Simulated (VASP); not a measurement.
A run of VASP 6.6.1 is set up as follows.

Contents of INCAR:

```
SYSTEM = PbO2
ALGO     = Normal         ! electronic algorithm
EDIFF    = 1E-6           ! SCF threshold, eV
ENCUT    = 600            ! plane-wave cutoff, eV
GGA      = PE             ! functional
GGA_COMPAT= .False.      
ISIF     = 2              ! what is computed and relaxed
ISMEAR   = 0              ! smearing method
LASPH    = .True.         ! aspherical terms in the spheres
LCHARG   = .True.         ! write CHGCAR
LELF     = .True.         ! ELF
LREAL    = .False.        ! projectors in reciprocal space
LVHAR    = .True.       
LWAVE    = .False.        ! write WAVECAR
NBANDS   = 20             ! bands
NELM     = 120            ! most SCF steps
PREC     = Accurate       ! precision mode
SIGMA    = 0.01           ! smearing width, eV
```

The input KPOINTS:

```
k-points
0
Gamma
  2 2 2
  0 0 0
```

The input POSCAR:

```
PbO2
1.0
    3.1323340000     -0.0508030000      0.0807680000
   -1.6101640000      2.9508310000     -0.0790150000
    0.1318930000     -0.0728430000      5.1894620000
Pb O
1 2
Direct
    0.8367930000      0.2607780000      0.8661140000
    1.0727320000      0.9176430000      1.1045250000
    1.3075474700      0.5053744400      1.6374337200
```

Potentials or basis: VASP PAW PBE potentials, release 64 (Pb_d, O).

Launch:

```bash
$ cat potpaw_PBE.64/Pb_d/POTCAR potpaw_PBE.64/O/POTCAR > POTCAR
$ mpirun -np 1 vasp_std > vasp.out
```

**Question.** Estimate the band gap on the k mesh.

**Answer.** 0.97 eV (least direct gap 1.01 eV).

**Question.** Predict the pressure.

**Answer.** 29.6 GPa.

**Question.** Estimate the largest force.

**Answer.** 12.974 eV/Å.

Forces on the atoms (eV/Å):
```
Pb  -9.058 -5.028  7.810
O    1.427 -0.006 -0.727
O    7.630  5.034 -7.084
```

Caveat: the k points lie up to 1.12 Å⁻¹ apart, too coarse for converged energies, forces and pressures; spin-orbit coupling is left out, which moves the levels of the heavy elements; forces of over 1 eV/Å act on the atoms, so gaps and moduli don't describe the material at rest. A k mesh can miss the band edges.
